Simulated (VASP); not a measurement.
# SrTiTe3 (Pm-3m) in VASP: density of states with PBE

Aim: the density of states of SrTiTe3 with PBE.

Program: VASP 6.6.1. These are calculated values, not measurements. Logs are shortened: lines on timing, memory, paths and dates and some standing lists are left out, and cuts for length are marked.

### Step 1. The cell of the first run

Symmetry: Pm-3m, No. 221, cubic system. Conventional cell: a = 5.448 Å, b = 5.448 Å, c = 5.448 Å, α = 90.00°, β = 90.00°, γ = 90.00°. Sr (site symmetry m-3m) has 12 Te at 3.85 Å and 8 Ti at 4.72 Å within 5.1 Å. Within 3.6 Å of Ti (site symmetry m-3m) lie 6 Te at 2.72 Å. Te (site symmetry 4/mmm) has 2 Ti at 2.72 Å within 3.6 Å.

### Step 2. Density of states, PBE

The input, POSCAR:

```
SrTiTe3
1.0
    5.4479929478      0.0000000000      0.0000000000
    0.0000000000      5.4479929478      0.0000000000
    0.0000000000      0.0000000000      5.4479929478
Sr Ti Te
1 1 3
Direct
    0.5000000000      0.5000000000      0.5000000000
    0.0000000000      0.0000000000      0.0000000000
    0.0000000000      0.0000000000      0.5000000000
    0.0000000000      0.5000000000      0.0000000000
    0.5000000000      0.0000000000      0.0000000000
```

The input, INCAR.step1:

```
SYSTEM = SrTiTe3
ALGO = Normal ; EDIFF = 1E-6
ENCUT = 520 ; GGA = PE
ISIF = 2 ; ISMEAR = 0
LASPH = .TRUE. ; LCHARG = .TRUE.
LMAXMIX = 4 ; LREAL = .FALSE.
LWAVE = .FALSE. ; NBANDS = 28
NELM = 80 ; PREC = Accurate
SIGMA = 0.1
```

The input, KPOINTS.step1:

```
k-points
0
G
  8 8 8
  0 0 0
```

The input, INCAR.step2:

```
SYSTEM = SrTiTe3
ALGO = Normal ; EDIFF = 1E-6
ENCUT = 520 ; GGA = PE
ICHARG = 11 ; ISIF = 2
ISMEAR = -5 ; LASPH = .TRUE.
LCHARG = .FALSE. ; LMAXMIX = 4
LORBIT = 10 ; LREAL = .FALSE.
LWAVE = .FALSE. ; NEDOS = 1001
NELM = 80 ; PREC = Accurate
SIGMA = 0.1
```

The input, KPOINTS.step2:

```
k-points
0
G
  12 12 12
  0 0 0
```

Potentials or basis: VASP PAW PBE potentials, release 64 (Sr_sv, Ti_sv, Te).

Launch:

```sh
> cat potpaw_PBE.64/Sr_sv/POTCAR potpaw_PBE.64/Ti_sv/POTCAR potpaw_PBE.64/Te/POTCAR > POTCAR
> cp INCAR.step1 INCAR
> cp KPOINTS.step1 KPOINTS
> mpirun -np 1 vasp_std > vasp.out
> cp INCAR.step2 INCAR
> cp KPOINTS.step2 KPOINTS
> mpirun -np 1 vasp_std > vasp.out
```

OUTCAR:

```text
SYSTEM = SrTiTe3
   EDIFF = 1E-6
   ENCUT = 520
   GGA = PE
   ICHARG = 11
   ISIF = 2
   ISMEAR = -5
   LASPH = .TRUE.
   LORBIT = 10
   LREAL = .FALSE.
   NELM = 80
   PREC = Accurate

 ion  position               nearest neighbor table
   1  0.500  0.500  0.500-   3 3.85   4 3.85   5 3.85   4 3.85   5 3.85   3 3.85   5 3.85   5 3.85
                             3 3.85   4 3.85   4 3.85   3 3.85
   2  0.000  0.000  0.000-   3 2.72   4 2.72   5 2.72   3 2.72   4 2.72   5 2.72
   3  0.000  0.000  0.500-   2 2.72   2 2.72   1 3.85   1 3.85   1 3.85   1 3.85
   4  0.000  0.500  0.000-   2 2.72   2 2.72   1 3.85   1 3.85   1 3.85   1 3.85
   5  0.500  0.000  0.000-   2 2.72   2 2.72   1 3.85   1 3.85   1 3.85   1 3.85

  LATTYP: Found a simple cubic cell.
 ALAT       =     5.4479929478

  Lattice vectors:

 A1 = (   5.4479929478,   0.0000000000,   0.0000000000)
 A2 = (   0.0000000000,   5.4479929478,   0.0000000000)
 A3 = (   0.0000000000,   0.0000000000,   5.4479929478)

Analysis of symmetry for initial positions (statically):
=====================================================================
 Subroutine PRICEL returns:
 Original cell was already a primitive cell.

 Routine SETGRP: Setting up the symmetry group for a
 simple cubic supercell.

 Subroutine GETGRP returns: Found 48 space group operations
 (whereof 48 operations were pure point group operations)
 out of a pool of 48 trial point group operations.

The static configuration has the point symmetry O_h .

Analysis of symmetry for dynamics (positions and initial velocities):
=====================================================================
 Subroutine PRICEL returns:
 Original cell was already a primitive cell.

 Routine SETGRP: Setting up the symmetry group for a
 simple cubic supercell.

 Subroutine GETGRP returns: Found 48 space group operations
 (whereof 48 operations were pure point group operations)
 out of a pool of 48 trial point group operations.

The dynamic configuration has the point symmetry O_h .

 Subroutine INISYM returns: Found 48 space group operations
 (whereof 48 operations are pure point group operations),
 and found     1 'primitive' translations

----------------------------------------------------------------------------------------

                                     Primitive cell

  volume of cell :     161.6998

  direct lattice vectors                    reciprocal lattice vectors
     5.447992948  0.000000000  0.000000000     0.183553835  0.000000000  0.000000000
     0.000000000  5.447992948  0.000000000     0.000000000  0.183553835  0.000000000
     0.000000000  0.000000000  5.447992948     0.000000000  0.000000000  0.183553835

  length of vectors
     5.447992948  5.447992948  5.447992948     0.183553835  0.183553835  0.183553835

  position of ions in fractional coordinates (direct lattice)
     0.500000000  0.500000000  0.500000000
     0.000000000  0.000000000  0.000000000
     0.000000000  0.000000000  0.500000000
     0.000000000  0.500000000  0.000000000
     0.500000000  0.000000000  0.000000000

  ion indices of the primitive-cell ions
   primitive index   ion index
                 1           1
                 2           2
                 3           3
                 4           4
                 5           5

----------------------------------------------------------------------------------------

 KPOINTS: k-points

Automatic generation of k-mesh.
 Grid dimensions read from file:
 generate k-points for:   12   12   12

 Generating k-lattice:

  Cartesian coordinates                     Fractional coordinates (reciprocal lattice)
     0.015296153  0.000000000  0.000000000     0.083333333  0.000000000  0.000000000
     0.000000000  0.015296153  0.000000000     0.000000000  0.083333333  0.000000000
     0.000000000  0.000000000  0.015296153     0.000000000  0.000000000  0.083333333

  Length of vectors
     0.015296153  0.015296153  0.015296153

  Shift w.r.t. Gamma in fractional coordinates (k-lattice)
     0.000000000  0.000000000  0.000000000

 TETIRR: Found    854 inequivalent tetrahedra from    10368

 Subroutine IBZKPT returns following result:
 ===========================================

 Found     84 irreducible k-points:

 Following reciprocal coordinates:
            Coordinates               Weight
  0.000000  0.000000  0.000000      1.000000
  0.083333  0.000000  0.000000      6.000000
  0.166667  0.000000  0.000000      6.000000
  0.250000  0.000000  0.000000      6.000000
  0.333333  0.000000  0.000000      6.000000
  0.416667  0.000000  0.000000      6.000000
[... 16 lines left out ...]
  0.333333  0.333333  0.000000     12.000000
  0.416667  0.333333  0.000000     24.000000
 [... further k-points ...]
   k-points           NKPTS =     84   k-points in BZ     NKDIM =     84   number of bands    NBANDS=     24
   number of dos      NEDOS =   1001   number of ions     NIONS =      5
   total plane-waves  NPLWV =  74088
   dimension x,y,z NGX =    42 NGY =   42 NGZ =   42
   dimension x,y,z NGXF=    84 NGYF=   84 NGZF=   84
   ions per type =               1   1   3
   NGX,Y,Z   is equivalent  to a cutoff of  12.82, 12.82, 12.82 a.u.
   NGXF,Y,Z  is equivalent  to a cutoff of  25.63, 25.63, 25.63 a.u.
 SYSTEM =  SrTiTe3
   PREC   = accura    normal or accurate (medium, high low for compatibility)
   ISTART =      0    job   : 0-new  1-cont  2-samecut
   ICHARG =     11    charge: 1-file 2-atom 10-const
   ISPIN  =      1    spin polarized calculation?
   LNONCOLLINEAR =      F non collinear calculations
   LSORBIT =      F    spin-orbit coupling
   LASPH  =      T    aspherical Exc in radial PAW
   ENCUT  =  520.0 eV  38.22 Ry    6.18 a.u.  10.13 10.13 10.13*2*pi/ulx,y,z
   NELM   =     80;   NELMIN=  2; NELMDL=  0     # of ELM steps
   EDIFF  = 0.1E-05   stopping-criterion for ELM
   LREAL  =      F    real-space projection
   EDIFFG = 0.1E-04   stopping-criterion for IOM
   NSW    =      0    number of steps for IOM
   IBRION =     -1    ionic relax: 0-MD 1-quasi-New 2-CG
   NFREE  =      0    steps in history (QN), initial steepest desc. (CG)
   ISIF   =      2    stress and relaxation
   ISYM   =      2    0-nonsym 1-usesym 2-fastsym
   POTIM  = 0.5000    time-step for ionic-motion
   TEBEG  =    0.0;   TEEND  =   0.0 temperature during run
   PSTRESS=    0.0 pullay stress
   NELECT =      40.0000    total number of electrons
   NUPDOWN=      -1.0000    fix difference up-down
   EMIN   =  10.00;   EMAX   =-10.00  energy-range for DOS
   EFERMI =   0.00;   METHOD = LEGACY
   ISMEAR =    -5;   SIGMA  =   0.10  broadening in eV -4-tet -1-fermi 0-gaus
   EFERMI_NEDOS =   21; number of points for ismear=-14 and -15
   IALGO  =     38    algorithm
   IMIX   =      4    mixing-type and parameters
     AMIX     =   0.40;   BMIX     =  1.00
     AMIX_MAG =   1.60;   BMIX_MAG =  1.00
  volume/ion in A,a.u.               =      32.34       218.24
  Fermi-wavevector in a.u.,A,eV,Ry     =   1.027681  1.942035 14.369495  1.056128
  Thomas-Fermi vector in A             =   2.161638
   LORBIT       =     10    0 simple, 1 ext, 2 COOP (PROOUT), +10 PAW based schemes
   GGA     = PE    functional components
   LHFCALC =     F    Hartree Fock is set to
   AEXX    =    0.0000 exact exchange contribution
   IVDW    =     0    specifies the selected vdW correction
   LEPSILON=     F    determine dielectric tensor
   LRPA    =     F    only Hartree local field effects (RPA)
 non-spin polarized calculation
 Fermi weights with tetrahedron method with Bloechl corrections
  energy-cutoff  :      520.00
  volume of cell :      161.70
 maximum number of plane-waves:      4388
 NGX is ok and might be reduce to    42

 number of electron      39.9999997 magnetization

 Free energy of the ion-electron system (eV)
  ---------------------------------------------------
  ext. energy  EPLUGINS =         0.00000000
  ---------------------------------------------------
  free energy    TOTEN  =       -22.92072504 eV

  energy without entropy =      -22.92072504  energy(sigma->0) =      -22.92072504

 E-fermi :   5.3276     XC(G=0):  -9.0304

 val. band max:        5.3659859924   @ k =   0.4167   0.4167   0.4167
 cond. band min:       5.3167980931   @ k =   0.0833   0.0833   0.0000
 fundamental gap:     -0.0491878993
 Fermi energy:         5.3275908935

 k-point     1 :       0.0000    0.0000    0.0000
  band No.  band energies     occupation
      1     -52.6141      2.00000
      2     -31.4801      2.00000
      3     -28.8801      2.00000
      4     -28.8801      2.00000
      5     -28.8801      2.00000
      6     -13.4051      2.00000
[... 16 lines left out ...]
     23       5.0826      2.00000
     24       5.8424      0.00000

 k-point     2 :       0.0833    0.0000    0.0000
  band No.  band energies     occupation
      1     -52.6141      2.00000
      2     -31.4801      2.00000
      3     -28.8801      2.00000
      4     -28.8801      2.00000
      5     -28.8800      2.00000
      6     -13.4058      2.00000
[... 16 lines left out ...]
     23       5.2669      1.50731
     24       5.8608      0.00000

 k-point     3 :       0.1667    0.0000    0.0000
  band No.  band energies     occupation
      1     -52.6142      2.00000
      2     -31.4801      2.00000
      3     -28.8801      2.00000
      4     -28.8801      2.00000
      5     -28.8798      2.00000
      6     -13.4077      2.00000
[... 16 lines left out ...]
     23       5.5813     -0.12918
     24       5.8938      0.00000
[... 514 lines left out ...]
 k-point    23 :       0.3333    0.3333    0.0000
  band No.  band energies     occupation
      1     -52.6143      2.00000
      2     -31.4800      2.00000
      3     -28.8799      2.00000
      4     -28.8790      2.00000
      5     -28.8790      2.00000
      6     -13.4116      2.00000
[... 16 lines left out ...]
     23       6.0300      0.00000
     24       6.2123      0.00000

 k-point    24 :       0.4167    0.3333    0.0000
  band No.  band energies     occupation
      1     -52.6143      2.00000
      2     -31.4799      2.00000
      3     -28.8799      2.00000
      4     -28.8790      2.00000
      5     -28.8788      2.00000
      6     -13.4131      2.00000
[... 16 lines left out ...]
     23       6.1554      0.00000
     24       6.2210      0.00000

 [... further k-points ...]
[... 5 lines left out ...]
  --------------------------------------------------------------------------------------
  -------------------------------------------------------------------------------------
  Total       -0.1131830     -0.1131830     -0.1131830      0.0000000      0.0000000     -0.0000000
  in kB       -1.1214562     -1.1214562     -1.1214562      0.0000000      0.0000000     -0.0000000
  external PRESSURE =      -1.1214562 kB  Pullay stress =       0.0000000 kB

 VOLUME and BASIS-vectors are now :
 -----------------------------------------------------------------------------
  energy-cutoff  :      520.00
  volume of cell :      161.70
      direct lattice vectors                 reciprocal lattice vectors
     5.447992948  0.000000000  0.000000000     0.183553835  0.000000000  0.000000000
     0.000000000  5.447992948  0.000000000     0.000000000  0.183553835  0.000000000
     0.000000000  0.000000000  5.447992948     0.000000000  0.000000000  0.183553835

 POSITION                                       TOTAL-FORCE (eV/Angst)
 -----------------------------------------------------------------------------------
      2.72400      2.72400      2.72400         0.000000      0.000000      0.000000
      0.00000      0.00000      0.00000         0.000000      0.000000      0.000000
      0.00000      0.00000      2.72400         0.000000      0.000000      0.000000
      0.00000      2.72400      0.00000         0.000000      0.000000      0.000000
      2.72400      0.00000      0.00000         0.000000      0.000000      0.000000
 -----------------------------------------------------------------------------------
    total drift:                                0.000000      0.000000     -0.000000

  FREE ENERGIE OF THE ION-ELECTRON SYSTEM (eV)
  ---------------------------------------------------
  free  energy   TOTEN  =       -22.9207250414 eV

  energy  without entropy=      -22.9207250414  energy(sigma->0) =      -22.92072504

 total charge

# of ion       s       p       d       tot
------------------------------------------
    1        1.990   5.740   0.131   7.861
    2        2.162   6.116   1.894  10.171
    3        1.369   2.054   0.023   3.446
    4        1.369   2.054   0.023   3.446
    5        1.369   2.054   0.023   3.446
--------------------------------------------------
tot          8.257  18.018   2.095  28.370
```

Wall time 5.6 min (1 thread of Intel Xeon 6975P-C (Granite Rapids), shared host); peak memory 0.51 GiB.

What came out:

- Valence electrons inside the program's atomic spheres: Sr 7.86; Ti 10.17; Te 3.45

Levels at points of the mesh, in eV from the Fermi level:
| k point | band 18 | band 19 | band 20 | band 21 | band 22 | band 23 |
| --- | --- | --- | --- | --- | --- | --- |
| (0.00, 0.00, 0.00) | -0.47 | -0.47 | -0.47 | -0.24 | -0.24 | -0.24 |
| (0.50, 0.00, 0.00) | -2.08 | -0.70 | -0.70 | -0.40 | 0.62 | 0.96 |
| (0.50, 0.50, 0.00) | -2.13 | -2.13 | 0.18 | 0.62 | 0.85 | 0.85 |
| (0.50, 0.50, 0.50) | 0.37 | 0.37 | 0.37 | 0.81 | 0.81 | 0.81 |

Caveat: spin-orbit coupling is left out, which moves the levels of the heavy elements; tetrahedron occupations give inexact forces and stress in metals.
